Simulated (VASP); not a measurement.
Crystal: BN.

```
B N
1.0
     0.00000    1.79537    1.79537
     1.79537    0.00000    1.79537
     1.79537    1.79537    0.00000
B N
1 1
Direct
  0.00000 0.00000 0.00000
  0.75000 0.75000 0.75000
```

This cell differs from its parent crystal: volume scaled by 0.98.

Base run:

```yaml
Program: VASP 6.6.1
Functional: LDA
Potentials_or_basis: VASP PAW LDA potentials, release 64 (B, N)
Cutoff: 520 eV
k_mesh: 11 × 11 × 11
Occupations: fermi-dirac, width 0.02 eV
Spin: no spin polarisation
```

Its results: band gap on the k mesh 4.47 eV, indirect (least direct gap 8.78 eV); pressure -2.4 GPa.

Q: The run is repeated on the same cell with these changes: potentials or basis from VASP PAW LDA potentials, release 64 (B, N) to VASP PAW LDA potentials, release 64 (B_h, N_h); cutoff from 520 eV to 910 eV. What comes out?

A: Band gap on the k mesh 4.48 eV, indirect (least direct gap 8.78 eV); pressure -2.9 GPa.

Caveats: the cutoff is under 1.25 times the usual one of these potentials, so pressure, stress and relaxed cells hold a basis-set (Pulay) error (some runs).

A k mesh can miss the band edges.
